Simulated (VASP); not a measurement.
# RbBr (Pm-3m) in VASP: G0W0 quasiparticle levels with PBE

Aim: the G0W0 quasiparticle levels of RbBr with PBE.

Everything below comes from runs of VASP 6.6.1. Logs are shortened: lines on timing, memory, paths and dates and some standing lists are left out, and cuts for length are marked.

## 1. The cell of the first run

Symmetry: Pm-3m, No. 221, cubic system. Conventional cell: a = 4.124 Å, b = 4.124 Å, c = 4.124 Å, α = 90.00°, β = 90.00°, γ = 90.00°. Within 4.7 Å of Rb (site symmetry m-3m) lie 8 Br at 3.57 Å and 6 Rb at 4.12 Å. Within 4.7 Å of Br (site symmetry m-3m) lie 8 Rb at 3.57 Å and 6 Br at 4.12 Å.

## 2. G0W0 quasiparticle levels, PBE

Input file POSCAR:

```
RbBr
1.0
    4.1242532581      0.0000000000      0.0000000000
    0.0000000000      4.1242532581      0.0000000000
    0.0000000000      0.0000000000      4.1242532581
Rb Br
1 1
Direct
    0.0000000000      0.0000000000      0.0000000000
    0.5000000000      0.5000000000      0.5000000000
```

Input file INCAR.step1:

```
PREC = Accurate
ENCUT = 500
EDIFF = 1E-8
ISMEAR = 0
SIGMA = 0.01
LREAL = F
LASPH = T
NELM = 80
ALGO = Normal
LWAVE = T
LCHARG = F
GGA = PE
```

Input file INCAR.step2:

```
PREC = Accurate
ENCUT = 500
EDIFF = 1E-8
ISMEAR = 0
SIGMA = 0.01
LREAL = F
LASPH = T
NELM = 1
ALGO = Exact
LWAVE = T
LCHARG = F
GGA = PE
NBANDS = 300
LOPTICS = T
ISTART = 1
```

Input file INCAR.step3:

```
PREC = Accurate
ENCUT = 500
EDIFF = 1E-8
ISMEAR = 0
SIGMA = 0.01
LREAL = F
LASPH = T
ALGO = EVGW0
LWAVE = F
LCHARG = F
GGA = PE
NELMGW = 1
NBANDS = 300
ENCUTGW = 150.0
NOMEGA = 96
PRECFOCK = Fast
ISTART = 1
NBANDSGW = 16
OMEGAMAX = 20
```

Input file KPOINTS:

```
regular mesh
0
Gamma
  4 4 4
```

Potentials or basis: VASP PAW PBE potentials, release 64 (Rb_sv_GW, Br_GW).

Launch:

```bash
cat potpaw_PBE.64/Rb_sv_GW/POTCAR potpaw_PBE.64/Br_GW/POTCAR > POTCAR
cp INCAR.step1 INCAR
mpirun -np 1 vasp_std > vasp.out
cp INCAR.step2 INCAR
mpirun -np 1 vasp_std > vasp.out
cp INCAR.step3 INCAR
mpirun -np 1 vasp_std > vasp.out
```

OUTCAR:

```text
PREC = Accurate
   ENCUT = 500
   EDIFF = 1E-8
   ISMEAR = 0
   LREAL = F
   LASPH = T
   GGA = PE
   NELMGW = 1
   ENCUTGW = 150.0
   PRECFOCK = Fast
   ISTART = 1

 ion  position               nearest neighbor table
   1  0.000  0.000  0.000-
   2  0.500  0.500  0.500-

  LATTYP: Found a simple cubic cell.
 ALAT       =     4.1242532581

  Lattice vectors:

 A1 = (   4.1242532581,   0.0000000000,   0.0000000000)
 A2 = (   0.0000000000,   4.1242532581,   0.0000000000)
 A3 = (   0.0000000000,   0.0000000000,   4.1242532581)

Analysis of symmetry for initial positions (statically):
=====================================================================
 Subroutine PRICEL returns:
 Original cell was already a primitive cell.

 Routine SETGRP: Setting up the symmetry group for a
 simple cubic supercell.

 Subroutine GETGRP returns: Found 48 space group operations
 (whereof 48 operations were pure point group operations)
 out of a pool of 48 trial point group operations.

The static configuration has the point symmetry O_h .

Analysis of symmetry for dynamics (positions and initial velocities):
=====================================================================
 Subroutine PRICEL returns:
 Original cell was already a primitive cell.

 Routine SETGRP: Setting up the symmetry group for a
 simple cubic supercell.

 Subroutine GETGRP returns: Found 48 space group operations
 (whereof 48 operations were pure point group operations)
 out of a pool of 48 trial point group operations.

The dynamic configuration has the point symmetry O_h .

 Subroutine INISYM returns: Found 48 space group operations
 (whereof 48 operations are pure point group operations),
 and found     1 'primitive' translations

----------------------------------------------------------------------------------------

                                     Primitive cell

  volume of cell :      70.1513

  direct lattice vectors                    reciprocal lattice vectors
     4.124253258  0.000000000  0.000000000     0.242468136  0.000000000  0.000000000
     0.000000000  4.124253258  0.000000000     0.000000000  0.242468136  0.000000000
     0.000000000  0.000000000  4.124253258     0.000000000  0.000000000  0.242468136

  length of vectors
     4.124253258  4.124253258  4.124253258     0.242468136  0.242468136  0.242468136

  position of ions in fractional coordinates (direct lattice)
     0.000000000  0.000000000  0.000000000
     0.500000000  0.500000000  0.500000000

  ion indices of the primitive-cell ions
   primitive index   ion index
                 1           1
                 2           2

----------------------------------------------------------------------------------------

 KPOINTS: regular mesh

Automatic generation of k-mesh.
 Grid dimensions read from file:
 generate k-points for:    4    4    4

 Generating k-lattice:

  Cartesian coordinates                     Fractional coordinates (reciprocal lattice)
     0.060617034  0.000000000  0.000000000     0.250000000  0.000000000  0.000000000
     0.000000000  0.060617034  0.000000000     0.000000000  0.250000000  0.000000000
     0.000000000  0.000000000  0.060617034     0.000000000  0.000000000  0.250000000

  Length of vectors
     0.060617034  0.060617034  0.060617034

  Shift w.r.t. Gamma in fractional coordinates (k-lattice)
     0.000000000  0.000000000  0.000000000

 Subroutine IBZKPT returns following result:
 ===========================================

 Found     10 irreducible k-points:

 Following reciprocal coordinates:
            Coordinates               Weight
  0.000000  0.000000  0.000000      1.000000
  0.250000  0.000000  0.000000      6.000000
  0.500000  0.000000  0.000000      3.000000
  0.250000  0.250000  0.000000     12.000000
  0.500000  0.250000  0.000000     12.000000
  0.500000  0.500000  0.000000      3.000000
  0.250000  0.250000  0.250000      8.000000
  0.500000  0.250000  0.250000     12.000000
  0.500000  0.500000  0.250000      6.000000
  0.500000  0.500000  0.500000      1.000000
   k-points           NKPTS =     10   k-points in BZ     NKDIM =     64   number of bands    NBANDS=    300
   number of dos      NEDOS =    301   number of ions     NIONS =      2
   total plane-waves  NPLWV =  27000
   dimension x,y,z NGX =    30 NGY =   30 NGZ =   30
   dimension x,y,z NGXF=    60 NGYF=   60 NGZF=   60
   ions per type =               1   1
   NGX,Y,Z   is equivalent  to a cutoff of  12.09, 12.09, 12.09 a.u.
   NGXF,Y,Z  is equivalent  to a cutoff of  24.19, 24.19, 24.19 a.u.
 SYSTEM =  unknown system
   PREC   = accura    normal or accurate (medium, high low for compatibility)
   ISTART =      1    job   : 0-new  1-cont  2-samecut
   ICHARG =      0    charge: 1-file 2-atom 10-const
   ISPIN  =      1    spin polarized calculation?
   LNONCOLLINEAR =      F non collinear calculations
   LSORBIT =      F    spin-orbit coupling
   LASPH  =      T    aspherical Exc in radial PAW
   ENCUT  =  500.0 eV  36.75 Ry    6.06 a.u.   7.52  7.52  7.52*2*pi/ulx,y,z
   NELM   =     60;   NELMIN=  2; NELMDL=  0     # of ELM steps
   EDIFF  = 0.1E-07   stopping-criterion for ELM
   LREAL  =      F    real-space projection
   EDIFFG = 0.1E-06   stopping-criterion for IOM
   NSW    =      0    number of steps for IOM
   IBRION =     -1    ionic relax: 0-MD 1-quasi-New 2-CG
   NFREE  =      0    steps in history (QN), initial steepest desc. (CG)
   ISIF   =      0    stress and relaxation
   ISYM   =      3    0-nonsym 1-usesym 2-fastsym
   POTIM  = 0.5000    time-step for ionic-motion
   TEBEG  =    0.0;   TEEND  =   0.0 temperature during run
   PSTRESS=    0.0 pullay stress
   NELECT =      16.0000    total number of electrons
   NUPDOWN=      -1.0000    fix difference up-down
   EMIN   =  10.00;   EMAX   =-10.00  energy-range for DOS
   EFERMI =   0.00;   METHOD = LEGACY
   ISMEAR =     0;   SIGMA  =   0.01  broadening in eV -4-tet -1-fermi 0-gaus
   EFERMI_NEDOS =   21; number of points for ismear=-14 and -15
   IALGO  =     38    algorithm
   IMIX   =      4    mixing-type and parameters
     AMIX     =   0.40;   BMIX     =  1.00
     AMIX_MAG =   1.60;   BMIX_MAG =  1.00
  volume/ion in A,a.u.               =      35.08       236.70
  Fermi-wavevector in a.u.,A,eV,Ry     =   1.000237  1.890173 13.612271  1.000474
  Thomas-Fermi vector in A             =   2.132580
   LORBIT       =      0    0 simple, 1 ext, 2 COOP (PROOUT), +10 PAW based schemes
   GGA     = PE    functional components
   LHFCALC =     T    Hartree Fock is set to
   PRECFOCK=fast      Normal, Fast or Accurate (Low or Medium for compatibility)
   ENCUT4O =  -1.0   cutoff for four orbital integrals eV
   NKREDX  =     1    reduce k-point grid by
   NKREDY  =     1    reduce k-point grid by
   NKREDZ  =     1    reduce k-point grid by
   AEXX    =    1.0000 exact exchange contribution
   HFSCREEN=    0.0000 screening length (either q_TF or 0.3 A-1)
   HFSCREENC=   0.0000 screening length for correlation (either q_TF or 0.3 A-1)
   ENCUTFOCK=  -1.0 apply spherical cutoff to Coloumb kernel
   IVDW    =     0    specifies the selected vdW correction
   LEPSILON=     F    determine dielectric tensor
   LRPA    =     F    only Hartree local field effects (RPA)
   LRPAFORCE           =     F    calculate RPA forces
   ENCUTGW             = 150.0    cutoff for response function in eV
   ENCUTGWSOFT         = 120.0    soft cutoff for Coulomb kernel in GW response function in eV
   ENCUTLF             =  -1.0    cutoff for local field effects
   NELMGW              =     1    number of iterations in solving QP/BSE equation
   NELMHF              =     1    number of iterations in the inner HF iteration
   NKREDLFX            =     1    NKREDLFY  =   1   NKREDLFZ  =   1
 non-spin polarized calculation
 Gauss-broadening in eV      SIGMA  =   0.01
  energy-cutoff  :      500.00
  volume of cell :       70.15
 maximum number of plane-waves:      1800
  NGX = 18; NGY = 18; NGZ = 18
   NGX = 15   NGY = 15   NGZ = 15
 maximum number of plane-waves:       304
 NGX is ok and might be reduce to    18

 QP shifts <psi_nk| G(iteration)W_0 |psi_nk>: iteration 1
 for sc-GW calculations column KS-energies equals QP-energies in previous step
 and V_xc(KS)=  KS-energies - (<T + V_ion + V_H > + <T+V_H+V_ion>^1  + <V_x>^1)

 k-point   1 :       0.0000    0.0000    0.0000
  band No.  KS-energies  QP-energies   sigma(KS)   V_xc(KS)     V^pw_x(r,r')   Z            occupation Imag(sigma)

      1     -25.0565     -26.6106     -18.6741     -16.4592     -26.9014       0.7016       2.0000       0.9804
      2     -12.5670     -13.9092     -15.9327     -13.8937     -22.1233       0.6582       2.0000       1.1124
      3      -9.0362     -11.7169     -18.5280     -15.2002     -20.9063       0.8056       2.0000       0.0563
      4      -9.0362     -11.7169     -18.5280     -15.2002     -20.9063       0.8056       2.0000       0.0563
      5      -9.0362     -11.7169     -18.5280     -15.2002     -20.9063       0.8056       2.0000       0.0563
      6      -0.1011      -1.9190     -14.9470     -12.6594     -16.4857       0.7947       2.0000       0.0352
[... 8 lines left out ...]
     15      12.7028      13.8297      -7.7663      -9.1633      -3.8409       0.8067       0.0000      -0.1000
     16      12.7028      13.8297      -7.7663      -9.1633      -3.8409       0.8067       0.0000      -0.1000

 k-point   2 :       0.2500    0.0000    0.0000
  band No.  KS-energies  QP-energies   sigma(KS)   V_xc(KS)     V^pw_x(r,r')   Z            occupation Imag(sigma)

      1     -25.0463     -26.6008     -18.6847     -16.4729     -26.9103       0.7028       2.0000       0.9747
      2     -12.5641     -13.9202     -15.9528     -13.8856     -22.0966       0.6560       2.0000       1.0798
      3      -9.1067     -11.7682     -18.4106     -15.1071     -20.8184       0.8056       2.0000       0.0635
      4      -9.0125     -11.6937     -18.5633     -15.2397     -20.9326       0.8067       2.0000       0.0530
      5      -9.0125     -11.6937     -18.5633     -15.2397     -20.9326       0.8067       2.0000       0.0530
      6      -1.0063      -2.8812     -13.8791     -11.4935     -15.4932       0.7859       2.0000       0.0398
[... 8 lines left out ...]
     15      10.5022      11.3120      -6.7769      -7.7641      -3.0981       0.8203       0.0000      -0.0695
     16      12.5183      13.4116      -7.6905      -8.8086      -3.6175       0.7990       0.0000      -0.1227

 k-point   3 :       0.5000    0.0000    0.0000
  band No.  KS-energies  QP-energies   sigma(KS)   V_xc(KS)     V^pw_x(r,r')   Z            occupation Imag(sigma)

      1     -25.0360     -26.5917     -18.6951     -16.4868     -26.9193       0.7045       2.0000       0.9688
      2     -12.5641     -13.9278     -15.9730     -13.8714     -22.0622       0.6489       2.0000       1.0459
      3      -9.1656     -11.7970     -18.3206     -15.0455     -20.7614       0.8035       2.0000       0.0705
      4      -8.9885     -11.6703     -18.5997     -15.2801     -20.9593       0.8079       2.0000       0.0493
      5      -8.9885     -11.6703     -18.5997     -15.2801     -20.9593       0.8079       2.0000       0.0493
      6      -1.6695      -3.6274     -13.4205     -10.9192     -15.1923       0.7827       2.0000       0.0502
[... 8 lines left out ...]
     15      10.7690      12.2862      -8.5780     -10.4408      -4.6299       0.8145       0.0000      -0.0684
     16      11.0923      11.9120      -7.2218      -8.2284      -3.4915       0.8144       0.0000      -0.0704

 k-point   4 :       0.2500    0.2500    0.0000
  band No.  KS-energies  QP-energies   sigma(KS)   V_xc(KS)     V^pw_x(r,r')   Z            occupation Imag(sigma)

      1     -25.0364     -26.5933     -18.6965     -16.4857     -26.9187       0.7042       2.0000       0.9708
      2     -12.5186     -13.8790     -15.9979     -13.9293     -22.1165       0.6576       2.0000       1.0640
      3      -9.1931     -11.8824     -18.3084     -14.9592     -20.7159       0.8030       2.0000       0.0644
      4      -9.0816     -11.7400     -18.4484     -15.1506     -20.8492       0.8061       2.0000       0.0605
      5      -8.9924     -11.6749     -18.5929     -15.2722     -20.9566       0.8078       2.0000       0.0508
      6      -0.9919      -2.8756     -13.9242     -11.5295     -15.5532       0.7866       2.0000       0.0402
[... 8 lines left out ...]
     15      10.6557      11.4663      -6.9701      -7.9645      -3.1889       0.8151       0.0000      -0.0746
     16      12.2329      13.4827      -8.0664      -9.6043      -4.1380       0.8127       0.0000      -0.0868
[... 64 lines left out ...]
      1     -25.0173     -26.5788     -18.7207     -16.5104     -26.9349       0.7064       2.0000       0.9643
      2     -12.4010     -13.7529     -16.1131     -14.0533     -22.1864       0.6564       2.0000       1.0414
      3      -9.2748     -11.9441     -18.2044     -14.8655     -20.6346       0.7995       2.0000       0.0676
      4      -9.1575     -11.8458     -18.3542     -15.0092     -20.7529       0.8037       2.0000       0.0616
      5      -9.1271     -11.8159     -18.4179     -15.0814     -20.7924       0.8058       2.0000       0.0510
      6      -1.2350      -3.1688     -14.0350     -11.5737     -15.7708       0.7857       2.0000       0.0450
[... 8 lines left out ...]
     15      12.0051      13.5769      -8.6145     -10.5591      -4.5461       0.8083       0.0000      -0.0960
     16      12.1857      13.3914      -8.0610      -9.5521      -4.1134       0.8086       0.0000      -0.0906

 k-point   9 :       0.5000    0.5000    0.2500
  band No.  KS-energies  QP-energies   sigma(KS)   V_xc(KS)     V^pw_x(r,r')   Z            occupation Imag(sigma)

      1     -25.0081     -26.5712     -18.7331     -16.5220     -26.9426       0.7070       2.0000       0.9617
      2     -12.3243     -13.6872     -16.1865     -14.1442     -22.2475       0.6673       2.0000       1.0393
      3      -9.3037     -11.9936     -18.1776     -14.8144     -20.5926       0.7998       2.0000       0.0629
      4      -9.3037     -11.9936     -18.1776     -14.8144     -20.5926       0.7998       2.0000       0.0629
      5      -9.1117     -11.7986     -18.4384     -15.1035     -20.8106       0.8057       2.0000       0.0503
      6      -1.1423      -3.0702     -14.1308     -11.6767     -15.8615       0.7856       2.0000       0.0438
[... 8 lines left out ...]
     15      11.9551      13.4662      -8.4410     -10.3008      -4.3994       0.8125       0.0000      -0.0935
     16      12.0897      13.8563      -9.0724     -11.2581      -5.0223       0.8082       0.0000      -0.0934

 k-point  10 :       0.5000    0.5000    0.5000
  band No.  KS-energies  QP-energies   sigma(KS)   V_xc(KS)     V^pw_x(r,r')   Z            occupation Imag(sigma)

      1     -24.9991     -26.5634     -18.7450     -16.5332     -26.9501       0.7073       2.0000       0.9586
      2     -12.2704     -13.6562     -16.2460     -14.2040     -22.2780       0.6786       2.0000       1.0294
      3      -9.2610     -11.9529     -18.2515     -14.8977     -20.6417       0.8027       2.0000       0.0531
      4      -9.2610     -11.9529     -18.2515     -14.8977     -20.6417       0.8027       2.0000       0.0531
      5      -9.2610     -11.9529     -18.2515     -14.8977     -20.6417       0.8027       2.0000       0.0531
      6      -1.2859      -3.2236     -13.8594     -11.3886     -15.6054       0.7842       2.0000       0.0453
[... 8 lines left out ...]
     15      12.1806      13.9719      -9.1536     -11.3750      -5.0904       0.8064       0.0000      -0.0967
     16      12.1806      13.9719      -9.1536     -11.3750      -5.0904       0.8064       0.0000      -0.0967
```

Run time: 7.2 min. Hardware: 1 thread of Intel Xeon 6975P-C (Granite Rapids), shared host; peak memory 1 GiB.

What came out:

```
Quasiparticle gap                                   : 6.48 eV
Least direct quasiparticle gap                      : 6.64 eV
Band gap of the starting levels on the mesh         : 4.08 eV
Least direct gap of the starting levels on the mesh : 4.23 eV
```

Caveat: the k points lie up to 0.38 Å⁻¹ apart; bands, screening cutoff and mesh are small and nothing is extrapolated, so the quasiparticle values aren't converged.
